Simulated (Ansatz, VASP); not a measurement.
**SrZrO2 in VASP and in Ansatz**

The input INCAR:

```
SYSTEM = SrZrO2
PREC = Accurate
ENCUT = 520
EDIFF = 1E-6
ISMEAR = 0
SIGMA = 0.1
LREAL = .False.
LASPH = .True.
NELM = 80
ALGO = Normal
ISIF = 2
LWAVE = .False.
LCHARG = .False.
GGA = PE
NBANDS = 25
```

KPOINTS

```
Automatic mesh
0
Gamma
  6 6 4
  0 0 0
```

The input POSCAR:

```
SrZrO2
1.0
    3.5389026200      0.0000000000      0.0000000000
   -1.7694513100      3.0647795700      0.0000000000
    0.0000000000      0.0000000000      6.8455006700
Sr Zr O
1 1 2
Direct
    0.0000000000      0.0000000000      0.0663137700
    0.0000000000      0.0000000000      0.5317919900
    0.3333333300      0.6666666700      0.0229527100
    0.6666666700      0.3333333300      0.0229527100
```

Input for Ansatz:

```yaml
crystal:
  lattice:
    - [3.53890262, 0.0, 0.0]
    - [-1.76945131, 3.06477957, 0.0]
    - [0.0, 0.0, 6.84550067]
  atoms:
    - { symbol: Sr, position: [0.0, 0.0, 0.06631377] }
    - { symbol: Zr, position: [0.0, 0.0, 0.53179199] }
    - { symbol: O, position: [0.33333333, 0.66666667, 0.02295271] }
    - { symbol: O, position: [0.66666667, 0.33333333, 0.02295271] }
basis:
  ecutwfc: 420
kpoints:
  mp_grid: { grid: [6, 6, 4] }
hamiltonian:
  xc: pbe
scf:
  occupations: { method: gaussian, width: 0.1 }
  lower_state_search: "off"
output:
  forces: true
  stress: true
  eigenvalues: true
```

Alike in both runs: task single point; functional PBE; k mesh 6 × 6 × 4; occupations gaussian, width 0.1 eV; no spin polarisation.

|  | VASP | Ansatz |
| --- | --- | --- |
| version | VASP 6.6.1 | Ansatz 0.2.0 |
| potentials or method | VASP PAW PBE potentials, release 64 (Sr_sv, Zr_sv, O), cutoff 520 eV | scalar-relativistic, plane waves, PAW |
| valence electrons in the cell | 34 | 34 |

Ansatz gave:

- gap on the k mesh at the Fermi level (eV): none
- rms of the force components (eV/Å): 0.719

**Question.** Estimate VASP's values.

**Answer.** gap on the k mesh at the Fermi level (eV): none; rms of the force components (eV/Å): 0.817.

Atom by atom the forces differ by 0.104 eV/Å (rms over components). A gap of «none» marks a metal or a gap that the smearing closes. The functional is the same, so the differences come from potentials, cutoffs and numerics.
